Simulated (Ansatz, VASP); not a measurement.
# One calculation of V, two programs

The input INCAR:

```
SYSTEM = V
ALGO = Normal ; EDIFF = 1E-6
ENCUT = 520 ; GGA = RE
ISIF = 2 ; ISMEAR = -1
LASPH = .True. ; LCHARG = .True.
LELF = .True. ; LREAL = .False.
LVHAR = .True. ; LWAVE = .False.
NBANDS = 12 ; NELM = 100
PREC = Accurate ; SIGMA = 0.1
```

The input KPOINTS:

```
k-points
0
Gamma
  14 14 14
  0 0 0
```

POSCAR

```
V
1.0
    2.4634278862      0.0000000000      0.0000000000
    0.0000000000      2.4634278862      0.0000000000
    0.0000000000      0.0000000000      2.4634278862
V
1
Direct
    0.0000000000      0.0000000000      0.0000000000
```

Input for Ansatz:

```yaml
crystal:
  lattice:
    - [2.4634278862, 0.0, 0.0]
    - [0.0, 2.4634278862, 0.0]
    - [0.0, 0.0, 2.4634278862]
  atoms:
    - { symbol: V, position: [0.0, 0.0, 0.0] }
hamiltonian:
  xc: revpbe
  pseudopotentials:
    kind: paw
    azcp:
      V: "pseudopotentials/V.paw.azcp"
basis:
  ecutwfc: 420
  fft_grid_basis: typed
kpoints:
  mp_grid: { grid: [14, 14, 14], shift: [0, 0, 0] }
magnetization:
  spin_polarized: false
scf:
  occupations: { method: fermi_dirac, width: 0.1 }
  lower_state_search: "off"
output:
  stress: true
```

Alike in both runs: task single point; functional revPBE; k mesh 14 × 14 × 14; occupations fermi-dirac, width 0.1 eV; no spin polarisation.

|  | VASP | Ansatz |
| --- | --- | --- |
| version | VASP 6.6.1 | Ansatz 0.2.0 |
| potentials or method | VASP PAW PBE potentials, release 64 (V_sv), cutoff 520 eV | plane waves (420 eV) with PAW, scalar-relativistic |
| valence electrons in the cell | 13 | 13 |

|  | VASP | Ansatz | Ansatz less VASP |
| --- | --- | --- | --- |
| pressure (GPa) | 0.9 | 0.6 | -0.30 |

VASP's potentials were made for PBE, not for revPBE.
